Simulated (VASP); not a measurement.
Here is a VASP 6.6.1 calculation.

File INCAR:

```
ALGO = Normal ; EDIFF = 1E-7
EDIFFG = -0.02 ; ENCUT = 600
GGA = PS ; IBRION = 2
ISIF = 3 ; ISMEAR = 1
LASPH = T ; LCHARG = F
LREAL = F ; LWAVE = F
NELM = 60 ; NSW = 80
PREC = Accurate ; SIGMA = 0.05
```

KPOINTS

```
k-points
0
Gamma
  15 15 15
```

The input POSCAR:

```
Pb
1.0
    0.0000000000      2.4750200000      2.4750200000
    2.4750200000      0.0000000000      2.4750200000
    2.4750200000      2.4750200000      0.0000000000
Pb
1
Direct
    0.0000000000      0.0000000000      0.0000000000
```

Potentials or basis: VASP PAW PBE potentials, release 64 (Pb_d).

Run with:

```bash
$ cat potpaw_PBE.64/Pb_d/POTCAR > POTCAR
$ mpirun -np 1 vasp_std > vasp.out
```

**Question.** What does it give for the space group after relaxing (to 0.1 Å)?

**Answer.** Fm-3m (No. 225).

**Question.** What does it give for the relaxed cell?

**Answer.** a = 3.485 Å, b = 3.485 Å, c = 3.485 Å, α = 60.00°, β = 60.00°, γ = 60.00°.

**Question.** Estimate the relaxed volume.

**Answer.** 29.93 Å³/atom.

Step by step:
| step | energy change (eV) | largest force (eV/Å) | pressure (GPa) | volume (Å³) |
| --- | --- | --- | --- | --- |
| 1 | 0.0000 | 0.0000 | -0.58 | 30.32 |
| 2 | -0.0007 | 0.0000 | 0.15 | 29.84 |
| 3 | -0.0007 | 0.0000 | 0.00 | 29.93 |

Caveat: the PAW data sets were made with another functional, which shifts forces and pressure a little.
